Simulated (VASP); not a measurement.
# KCl (Pm) in VASP: single point with PBE

Aim: the single point of KCl with PBE.

Program: VASP 6.6.1. These are calculated values, not measurements. Logs are shortened: lines on timing, memory, paths and dates and some standing lists are left out, and cuts for length are marked.

### 1 The cell of the first run

It takes space group Pm (No. 6, monoclinic). The conventional cell has a = 3.839 Å, b = 3.839 Å, c = 3.839 Å, α = 90.00°, β = 90.00°, γ = 90.00°. K (site symmetry m) has 8 Cl at 2.84 to 3.87 Å and 6 K at 3.84 Å within 3.9 Å. Within 3.9 Å of Cl (site symmetry m) lie 8 K at 2.84 to 3.87 Å and 6 Cl at 3.84 Å.

### 2 Single point, PBE (atom 1 (K) moved by (-0.600, -0.300) A along x and y)

The input, INCAR:

```
  PREC = Accurate
  ENCUT = 520
  EDIFF = 1E-6
  ISMEAR = 0
  SIGMA = 0.05
  LREAL = F
  LASPH = T
  NELM = 60
  ALGO = Normal
  ISIF = 2
  LWAVE = F
  LCHARG = F
  GGA = PE
  NBANDS = 15
```

The input, KPOINTS:

```
Automatic mesh
0
Gamma
  6 6 6
```

The input, POSCAR:

```
KCl
1.0
    3.8391960000      0.0000000000      0.0000000000
    0.0000000000      3.8391960000      0.0000000000
    0.0000000000      0.0000000000      3.8391960000
K Cl
1 1
Direct
   -0.1562827217     -0.0781413608      0.0000000000
    0.5000000000      0.5000000000      0.5000000000
```

Potentials or basis: VASP PAW PBE potentials, release 64 (K_sv, Cl).

Run with:

```bash
cat potpaw_PBE.64/K_sv/POTCAR potpaw_PBE.64/Cl/POTCAR > POTCAR
mpirun -np 1 vasp_std > vasp.out
```

OUTCAR:

```text
PREC = Accurate
   ENCUT = 520
   EDIFF = 1E-6
   ISMEAR = 0
   LREAL = F
   LASPH = T
   NELM = 60
   ISIF = 2
   GGA = PE

 ion  position               nearest neighbor table
   1  0.844  0.922  0.000-   2 2.84   2 2.84   2 3.22   2 3.22
   2  0.500  0.500  0.500-   1 2.84   1 2.84   1 3.22   1 3.22

  LATTYP: Found a simple cubic cell.
 ALAT       =     3.8391960000

  Lattice vectors:

 A1 = (   3.8391960000,   0.0000000000,   0.0000000000)
 A2 = (   0.0000000000,   3.8391960000,   0.0000000000)
 A3 = (   0.0000000000,   0.0000000000,   3.8391960000)

Analysis of symmetry for initial positions (statically):
=====================================================================
 Subroutine PRICEL returns:
 Original cell was already a primitive cell.

 Routine SETGRP: Setting up the symmetry group for a
 simple cubic supercell.

 Subroutine GETGRP returns: Found  2 space group operations
 (whereof  2 operations were pure point group operations)
 out of a pool of 48 trial point group operations.

The static configuration has the point symmetry C_1h.

Analysis of symmetry for dynamics (positions and initial velocities):
=====================================================================
 Subroutine PRICEL returns:
 Original cell was already a primitive cell.

 Routine SETGRP: Setting up the symmetry group for a
 simple cubic supercell.

 Subroutine GETGRP returns: Found  2 space group operations
 (whereof  2 operations were pure point group operations)
 out of a pool of 48 trial point group operations.

The dynamic configuration has the point symmetry C_1h.

 Subroutine INISYM returns: Found  2 space group operations
 (whereof  2 operations are pure point group operations),
 and found     1 'primitive' translations

----------------------------------------------------------------------------------------

                                     Primitive cell

  volume of cell :      56.5875

  direct lattice vectors                    reciprocal lattice vectors
     3.839196000  0.000000000  0.000000000     0.260471203  0.000000000  0.000000000
     0.000000000  3.839196000  0.000000000     0.000000000  0.260471203  0.000000000
     0.000000000  0.000000000  3.839196000     0.000000000  0.000000000  0.260471203

  length of vectors
     3.839196000  3.839196000  3.839196000     0.260471203  0.260471203  0.260471203

  position of ions in fractional coordinates (direct lattice)
     0.843717278  0.921858639  0.000000000
     0.500000000  0.500000000  0.500000000

  ion indices of the primitive-cell ions
   primitive index   ion index
                 1           1
                 2           2

----------------------------------------------------------------------------------------

 KPOINTS: Automatic mesh

Automatic generation of k-mesh.
 Grid dimensions read from file:
 generate k-points for:    6    6    6

 Generating k-lattice:

  Cartesian coordinates                     Fractional coordinates (reciprocal lattice)
     0.043411867  0.000000000  0.000000000     0.166666667  0.000000000  0.000000000
     0.000000000  0.043411867  0.000000000     0.000000000  0.166666667  0.000000000
     0.000000000  0.000000000  0.043411867     0.000000000  0.000000000  0.166666667

  Length of vectors
     0.043411867  0.043411867  0.043411867

  Shift w.r.t. Gamma in fractional coordinates (k-lattice)
     0.000000000  0.000000000  0.000000000

 Subroutine IBZKPT returns following result:
 ===========================================

 Found     80 irreducible k-points:

 Following reciprocal coordinates:
            Coordinates               Weight
  0.000000  0.000000  0.000000      1.000000
  0.166667  0.000000  0.000000      2.000000
  0.000000  0.166667  0.000000      2.000000
  0.000000  0.000000  0.166667      2.000000
  0.333333  0.000000  0.000000      2.000000
  0.000000  0.333333  0.000000      2.000000
[... 16 lines left out ...]
  0.500000  0.166667  0.000000      2.000000
  0.000000  0.500000  0.166667      2.000000
 [... further k-points ...]
   k-points           NKPTS =     80   k-points in BZ     NKDIM =     80   number of bands    NBANDS=     15
   number of dos      NEDOS =    301   number of ions     NIONS =      2
   total plane-waves  NPLWV =  27000
   dimension x,y,z NGX =    30 NGY =   30 NGZ =   30
   dimension x,y,z NGXF=    60 NGYF=   60 NGZF=   60
   ions per type =               1   1
   NGX,Y,Z   is equivalent  to a cutoff of  12.99, 12.99, 12.99 a.u.
   NGXF,Y,Z  is equivalent  to a cutoff of  25.98, 25.98, 25.98 a.u.
 SYSTEM =  unknown system
   PREC   = accura    normal or accurate (medium, high low for compatibility)
   ISTART =      0    job   : 0-new  1-cont  2-samecut
   ICHARG =      2    charge: 1-file 2-atom 10-const
   ISPIN  =      1    spin polarized calculation?
   LNONCOLLINEAR =      F non collinear calculations
   LSORBIT =      F    spin-orbit coupling
   LASPH  =      T    aspherical Exc in radial PAW
   ENCUT  =  520.0 eV  38.22 Ry    6.18 a.u.   7.14  7.14  7.14*2*pi/ulx,y,z
   NELM   =     60;   NELMIN=  2; NELMDL= -5     # of ELM steps
   EDIFF  = 0.1E-05   stopping-criterion for ELM
   LREAL  =      F    real-space projection
   EDIFFG = 0.1E-04   stopping-criterion for IOM
   NSW    =      0    number of steps for IOM
   IBRION =     -1    ionic relax: 0-MD 1-quasi-New 2-CG
   NFREE  =      0    steps in history (QN), initial steepest desc. (CG)
   ISIF   =      2    stress and relaxation
   ISYM   =      2    0-nonsym 1-usesym 2-fastsym
   POTIM  = 0.5000    time-step for ionic-motion
   TEBEG  =    0.0;   TEEND  =   0.0 temperature during run
   PSTRESS=    0.0 pullay stress
   NELECT =      16.0000    total number of electrons
   NUPDOWN=      -1.0000    fix difference up-down
   EMIN   =  10.00;   EMAX   =-10.00  energy-range for DOS
   EFERMI =   0.00;   METHOD = LEGACY
   ISMEAR =     0;   SIGMA  =   0.05  broadening in eV -4-tet -1-fermi 0-gaus
   EFERMI_NEDOS =   21; number of points for ismear=-14 and -15
   IALGO  =     38    algorithm
   IMIX   =      4    mixing-type and parameters
     AMIX     =   0.40;   BMIX     =  1.00
     AMIX_MAG =   1.60;   BMIX_MAG =  1.00
  volume/ion in A,a.u.               =      28.29       190.94
  Fermi-wavevector in a.u.,A,eV,Ry     =   1.074504  2.030517 15.708715  1.154558
  Thomas-Fermi vector in A             =   2.210334
   LORBIT       =      0    0 simple, 1 ext, 2 COOP (PROOUT), +10 PAW based schemes
   GGA     = PE    functional components
   LHFCALC =     F    Hartree Fock is set to
   AEXX    =    0.0000 exact exchange contribution
   IVDW    =     0    specifies the selected vdW correction
   LEPSILON=     F    determine dielectric tensor
   LRPA    =     F    only Hartree local field effects (RPA)
 non-spin polarized calculation
 Gauss-broadening in eV      SIGMA  =   0.05
  energy-cutoff  :      520.00
  volume of cell :       56.59
 maximum number of plane-waves:      1568
 NGX is ok and might be reduce to    30
   NGX = 15   NGY = 15   NGZ = 15

 number of electron      16.0000004 magnetization

 Free energy of the ion-electron system (eV)
  ---------------------------------------------------
  ext. energy  EPLUGINS =         0.00000000
  ---------------------------------------------------
  free energy    TOTEN  =        -6.45131860 eV

  energy without entropy =       -6.45131860  energy(sigma->0) =       -6.45131860

 E-fermi :  -0.6866     XC(G=0):  -7.9882

 val. band max:       -0.9428193108   @ k =   0.0000   0.5000   0.5000
 cond. band min:       3.9284083026   @ k =   0.0000   0.0000   0.0000
 fundamental gap:      4.8712276134
 Fermi energy:        -0.6866160024

 k-point     1 :       0.0000    0.0000    0.0000
  band No.  band energies     occupation
      1     -28.7150      2.00000
      2     -13.6044      2.00000
      3     -12.1223      2.00000
      4     -12.1201      2.00000
      5     -12.0153      2.00000
      6      -1.2235      2.00000
      7      -1.1599      2.00000
      8      -1.1431      2.00000
      9       3.9284      0.00000
     10       5.7820      0.00000
     11       6.5830      0.00000
     12       9.6551      0.00000
     13      10.1991      0.00000
     14      10.2051      0.00000
     15      10.9389      0.00000

 k-point     2 :       0.1667    0.0000    0.0000
  band No.  band energies     occupation
      1     -28.7101      2.00000
      2     -13.6221      2.00000
      3     -12.1343      2.00000
      4     -12.1145      2.00000
      5     -11.9929      2.00000
      6      -1.6162      2.00000
      7      -1.1596      2.00000
      8      -1.1499      2.00000
      9       4.5219      0.00000
     10       5.9510      0.00000
     11       7.0437      0.00000
     12       9.6696      0.00000
     13       9.9269      0.00000
     14      10.0155      0.00000
     15      11.0582      0.00000

 k-point     3 :       0.0000    0.1667    0.0000
  band No.  band energies     occupation
      1     -28.7098      2.00000
      2     -13.6467      2.00000
      3     -12.1509      2.00000
      4     -12.1125      2.00000
      5     -11.9473      2.00000
      6      -1.6075      2.00000
      7      -1.1819      2.00000
      8      -1.1479      2.00000
      9       4.4909      0.00000
     10       6.2155      0.00000
     11       6.6643      0.00000
     12       9.5367      0.00000
     13       9.7133      0.00000
     14      10.3213      0.00000
     15      11.1258      0.00000

 k-point     4 :       0.0000    0.0000    0.1667
  band No.  band energies     occupation
      1     -28.7096      2.00000
      2     -13.6563      2.00000
      3     -12.1648      2.00000
      4     -12.1117      2.00000
      5     -11.9255      2.00000
      6      -1.6041      2.00000
      7      -1.1873      2.00000
      8      -1.1250      2.00000
      9       4.4975      0.00000
     10       6.1828      0.00000
     11       6.5903      0.00000
     12       9.5006      0.00000
     13       9.6326      0.00000
     14      10.3754      0.00000
     15      11.0435      0.00000
[... 307 lines left out ...]
 k-point    22 :       0.1667    0.3333    0.0000
  band No.  band energies     occupation
      1     -28.6948      2.00000
      2     -13.7030      2.00000
      3     -12.2091      2.00000
      4     -12.0861      2.00000
      5     -11.8688      2.00000
      6      -2.2243      2.00000
      7      -1.3888      2.00000
      8      -1.2021      2.00000
      9       5.8353      0.00000
     10       6.9918      0.00000
     11       7.5363      0.00000
     12       8.5142      0.00000
     13       9.1241      0.00000
     14      10.1240      0.00000
     15      11.3691      0.00000

 k-point    23 :       0.5000    0.1667    0.0000
  band No.  band energies     occupation
      1     -28.6906      2.00000
      2     -13.6524      2.00000
      3     -12.2351      2.00000
      4     -12.0826      2.00000
      5     -11.9184      2.00000
      6      -2.4656      2.00000
      7      -1.3916      2.00000
      8      -1.1430      2.00000
      9       6.5853      0.00000
     10       6.9381      0.00000
     11       7.7168      0.00000
     12       8.6641      0.00000
     13       8.9433      0.00000
     14      10.0751      0.00000
     15      11.1859      0.00000

 k-point    24 :       0.0000    0.5000    0.1667
  band No.  band energies     occupation
      1     -28.6893      2.00000
      2     -13.6983      2.00000
      3     -12.1875      2.00000
      4     -12.1183      2.00000
      5     -11.8904      2.00000
      6      -2.4735      2.00000
      7      -1.4937      2.00000
      8      -0.9772      2.00000
      9       6.3020      0.00000
     10       6.6803      0.00000
     11       7.7974      0.00000
     12       9.0057      0.00000
     13       9.5133      0.00000
     14      10.0672      0.00000
     15      11.0626      0.00000

 [... further k-points ...]
[... 5 lines left out ...]
  --------------------------------------------------------------------------------------
  -------------------------------------------------------------------------------------
  Total        0.7531423      1.0444073      1.3219709      0.7675282      0.0000000      0.0000000
  in kB       21.3239060     29.5705656     37.4292940     21.7312180      0.0000000      0.0000000
  external PRESSURE =      29.4412552 kB  Pullay stress =       0.0000000 kB

 VOLUME and BASIS-vectors are now :
 -----------------------------------------------------------------------------
  energy-cutoff  :      520.00
  volume of cell :       56.59
      direct lattice vectors                 reciprocal lattice vectors
     3.839196000  0.000000000  0.000000000     0.260471203  0.000000000  0.000000000
     0.000000000  3.839196000  0.000000000     0.000000000  0.260471203  0.000000000
     0.000000000  0.000000000  3.839196000     0.000000000  0.000000000  0.260471203

 POSITION                                       TOTAL-FORCE (eV/Angst)
 -----------------------------------------------------------------------------------
      3.23920      3.53920      0.00000         0.600822      0.546650      0.000000
      1.91960      1.91960      1.91960        -0.600822     -0.546650      0.000000
 -----------------------------------------------------------------------------------
    total drift:                                0.000064     -0.000187      0.000000

  FREE ENERGIE OF THE ION-ELECTRON SYSTEM (eV)
  ---------------------------------------------------
  free  energy   TOTEN  =        -6.4513186013 eV

  energy  without entropy=       -6.4513186013  energy(sigma->0) =       -6.45131860
```

It took 67 s on 1 thread of AMD EPYC 7R43 (Zen 3), shared host; peak memory 0.17 GiB.

Results:

```yaml
Free_energy: -6.4513 eV
Pressure: 2.9 GPa
Largest_force: 0.812 eV/Å
Band_gap_on_the_k_mesh: 4.87 eV (least direct gap 5.07 eV)
```

Forces in eV/Å, atoms in the order of the input:
```
K    0.601  0.547  0.000
Cl  -0.601 -0.547  0.000
```

Stress tensor (GPa, compression positive):
```
2.13 2.17 0.00
2.17 2.96 0.00
0.00 0.00 3.74
```

Caveat: the cell differs from its parent crystal (atom 1 (K) moved by (-0.600, -0.300) A along x and y).
